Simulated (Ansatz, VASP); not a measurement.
## GaN: VASP beside Ansatz

```
Ga N
1.0
     4.54848    0.00000    0.00000
     0.00000   -4.54848    0.00000
     0.00000    0.00000   -4.54848
Ga N
4 4
Direct
  0.00000 0.00000 0.00000
  0.50000 0.50000 0.00000
  0.50000 0.00000 0.50000
  0.00000 0.50000 0.50000
  0.75000 0.75000 0.75000
  0.25000 0.25000 0.75000
  0.25000 0.75000 0.25000
  0.75000 0.25000 0.25000
```

Alike in both runs: task single point; functional PBE; k mesh 6 × 6 × 6; occupations gaussian, width 0.05 eV; no spin polarisation.

|  | VASP | Ansatz |
| --- | --- | --- |
| version | VASP 6.6.1 | Ansatz 0.2.0 |
| potentials or method | VASP PAW PBE potentials, release 64 (Ga_d, N), cutoff 520 eV | scalar-relativistic, plane waves, PAW |
| valence electrons in the cell | 72 | 72 |

VASP gave:

* gap on the k mesh at the Fermi level (eV): 1.55
* least direct gap on the mesh (eV): 1.55
* pressure (GPa): 0.2

Which values does Ansatz return?

gap on the k mesh at the Fermi level (eV): 1.54; least direct gap on the mesh (eV): 1.54; pressure (GPa): 0.0.
